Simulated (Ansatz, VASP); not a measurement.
# CsPbCl3: VASP beside Ansatz

```xyz
5
Lattice="5.4649 0.0000 0.0000 0.0000 5.4649 0.0000 0.0000 0.0000 5.4649" Properties=species:S:1:pos:R:3 pbc="T T T"
Cs    0.0000    0.0000    0.0000
Pb    2.7324    2.7324    2.7324
Cl    0.0000    2.7324    2.7324
Cl    2.7324    0.0000    2.7324
Cl    2.7324    2.7324    0.0000
```

Change from the starting cell: strain -0.025 along x and y, -0.025 along z, atoms carried along.

Alike in both runs: task single point; functional PBEsol; k mesh 6 × 6 × 6; occupations gaussian, width 0.05 eV; no spin polarisation.

```csv
,VASP,Ansatz
version,VASP 6.6.1,Ansatz 0.2.0
potentials or method,"VASP PAW PBE potentials, release 64 (Cs_sv, Pb_d, Cl), cutoff 520 eV","scalar-relativistic, plane waves, PAW"
valence electrons in the cell,44,44
```

```tsv
	VASP	Ansatz	Ansatz less VASP
gap on the k mesh at the Fermi level (eV)	1.43	1.42	-0.009
least direct gap on the mesh (eV)	1.43	1.42	-0.009
pressure (GPa)	2.5	2.5	+0.03
```

VASP's potentials were made for PBE, not for PBEsol. The functional is the same, so the differences come from potentials, cutoffs and numerics.

Spin-orbit coupling is off throughout.
